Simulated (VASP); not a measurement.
Wanted: the native input for a VASP 6.6.1 run.

* Task: single point
* Functional: revPBE
* Dispersion: D3(BJ)
* Potentials or basis: VASP PAW PBE potentials, release 64 (Ba_sv, Ti_sv, O)
* Cutoff: 520 eV
* k mesh: 7 × 7 × 7
* Occupations: fermi-dirac, width 0.05 eV
* Spin: no spin polarisation
* Dipole correction: no
* Further INCAR settings: ALGO = Normal; EDIFF = 1e-06; NBANDS = 28

The structure of BaTiO3 lies in POSCAR:

```
BaTiO3
1.0
    3.9181485176      0.0000000000      0.0000000000
    0.0000000000      3.9181485176      0.0000000000
    0.0000000000      0.0000000000      3.9359769848
Ba Ti O
1 1 3
Direct
    0.0000000000      0.0000000000      0.0000000000
    0.5000000000      0.5000000000      0.4900000000
    0.0000000000      0.5000000000      0.5170000000
    0.5000000000      0.0000000000      0.5170000000
    0.5000000000      0.5000000000      0.0190000000
```

These files were run (other wordings do the same):

INCAR

```
SYSTEM = BaTiO3
ALGO     = Normal         ! electronic algorithm
EDIFF    = 1E-6           ! SCF threshold, eV
ENCUT    = 520            ! plane-wave cutoff, eV
GGA      = RE             ! functional
ISIF     = 2              ! what is computed and relaxed
ISMEAR   = -1             ! smearing method
IVDW     = 12             ! dispersion correction
LASPH    = .TRUE.         ! aspherical terms in the spheres
LCHARG   = .FALSE.        ! write CHGCAR
LREAL    = .FALSE.        ! projectors in reciprocal space
LWAVE    = .FALSE.        ! write WAVECAR
NBANDS   = 28             ! bands
NELM     = 100            ! most SCF steps
PREC     = Accurate       ! precision mode
SIGMA    = 0.05           ! smearing width, eV
```

KPOINTS

```
k-points
0
G
  7 7 7
  0 0 0
```

Potentials or basis: VASP PAW PBE potentials, release 64 (Ba_sv, Ti_sv, O).

Launch:

```bash
$ cat potpaw_PBE.64/Ba_sv/POTCAR potpaw_PBE.64/Ti_sv/POTCAR potpaw_PBE.64/O/POTCAR > POTCAR
$ mpirun -np 1 vasp_std > vasp.out
```

It gave:

- Pressure: 13.0 GPa
- Largest force: 0.178 eV/Å
- Band gap on the k mesh: 2.03 eV, indirect (least direct gap 2.16 eV)
- Dispersion energy per atom: -0.519 eV

Caveat: the PAW data sets were made with another functional, which shifts forces and pressure a little; spin-orbit coupling is left out, which moves the levels of the heavy elements.

Wall time 33 s on 1 thread of Intel(R) Xeon(R) 6975P-C (Granite Rapids) (shared host), peak memory 0.22 GiB.
